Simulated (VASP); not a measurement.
Write the native input for VASP 6.6.1 that does the following.

```yaml
Task: single point
Functional: PBEsol
Potentials_or_basis: VASP PAW PBE potentials, release 64 (Ir)
Cutoff: 520 eV
k_mesh: 2 × 10 × 3
Occupations: gaussian, width 0.05 eV
Spin: no spin polarisation
Dipole_correction: no
Further_INCAR_settings: ALGO = Normal; EDIFF = 1e-06; NBANDS = 16
```

The structure of Ir lies in POSCAR:

```
Ir
1.0
    4.2651700086      0.0000000000      0.0000000000
    0.0000000000      2.6001192748      0.0000000000
    0.0000000000      0.0000000000      2.7896588449
Ir
2
Direct
    0.2500000000      0.0000000000     -0.2499998817
    0.7500000000      0.0000000000      1.2499998817
```

These files were run (other wordings do the same):

INCAR

```
SYSTEM = Ir
PREC     = Accurate       ! precision mode
ENCUT    = 520            ! plane-wave cutoff, eV
EDIFF    = 1E-6           ! SCF threshold, eV
ISMEAR   = 0              ! smearing method
SIGMA    = 0.05           ! smearing width, eV
LREAL    = .False.        ! projectors in reciprocal space
LASPH    = .True.         ! aspherical terms in the spheres
NELM     = 60             ! most SCF steps
ALGO     = Normal         ! electronic algorithm
ISIF     = 2              ! what is computed and relaxed
LWAVE    = .False.        ! write WAVECAR
LCHARG   = .False.        ! write CHGCAR
GGA      = PS             ! functional
NBANDS   = 16             ! bands
```

KPOINTS

```
Automatic mesh
0
Gamma
  2 10 3
  0 0 0
```

Potentials or basis: VASP PAW PBE potentials, release 64 (Ir).

The run is started by

```bash
$ cat potpaw_PBE.64/Ir/POTCAR > POTCAR
$ mpirun -np 1 vasp_std > vasp.out
```

Results of the run:

```json
{"Pressure": "0.6 GPa", "Band gap on the k mesh": "zero (band 9 reaches 10.91 eV, above the bottom of band 10 at 7.20 eV)"}
```

Caveat: the k points lie up to 0.75 Å⁻¹ apart; the PAW data sets were made with another functional, which shifts forces and pressure a little; spin-orbit coupling is left out, which moves the levels of the heavy elements.

It took 4.1 s on 1 thread of Intel(R) Xeon(R) 6975P-C (Granite Rapids), on a shared host, peak memory 0.14 GiB.
